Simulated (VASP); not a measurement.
Ag:

```xyz
3
Lattice="1.4924 0.8617 7.2995 -1.4924 0.8617 7.2995 0.0000 -1.7233 7.2995" Properties=species:S:1:pos:R:3 pbc="T T T"
Ag    0.0000    0.0000    4.8676
Ag    0.0000    0.0000   17.0308
Ag    0.0000    0.0000    0.0000
```

Base run:

```yaml
Program: VASP 6.6.1
Functional: LDA
Potentials_or_basis: VASP PAW LDA potentials, release 64 (Ag)
Cutoff: 520 eV
k_mesh: 10 × 10 × 10
Occupations: fermi-dirac, width 0.05 eV
Spin: no spin polarisation
```

Its results: band gap on the k mesh zero (an odd number of electrons rules out a gap without spin polarisation); pressure -13.6 GPa.

**Question.** The run is repeated on the same cell with these changes: functional from LDA to PBE; potentials or basis from VASP PAW LDA potentials, release 64 (Ag) to VASP PAW PBE potentials, release 64 (Ag). What comes out?

**Answer.** Band gap on the k mesh zero (an odd number of electrons rules out a gap without spin polarisation); pressure -3.8 GPa.

Caveats: the cell stands under tension.
